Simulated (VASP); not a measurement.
A run of VASP 6.6.1 is set up as follows.

File INCAR:

```
  PREC = Accurate
  ENCUT = 520
  EDIFF = 1E-7
  ISMEAR = 0
  SIGMA = 0.02
  LREAL = F
  LASPH = T
  NELM = 60
  ALGO = Normal
  ISIF = 2
  LWAVE = F
  LCHARG = F
  GGA = PE
  NBANDS = 11
```

KPOINTS

```
regular mesh
0
Gamma
  20 20 20
```

The input POSCAR:

```
C
1.0
    0.0000000000      2.1270000000      3.3480000000
    1.2280000000      0.0000000000      3.3480000000
    1.2280000000      2.1270000000      0.0000000000
C
2
Direct
    0.1666700000      0.8333300000      0.1666700000
    0.8333300000      0.1666700000      0.8333300000
```

Potentials or basis: VASP PAW PBE potentials, release 64 (C).

Launch:

```bash
$ cat potpaw_PBE.64/C/POTCAR > POTCAR
$ mpirun -np 1 vasp_std > vasp.out
```

**Question.** Estimate the pressure.

**Answer.** 5.1 GPa.

**Question.** What does it give for the largest force?

**Answer.** 0.022 eV/Å.

Stress tensor (GPa, compression positive):
```
5.69 0.00 0.00
0.00 5.55 0.00
0.00 0.00 3.96
```

Caveat: the cell stands under pressure; this functional lacks dispersion, which binds the layers, so the pressure and a relaxed spacing across them are unreliable.
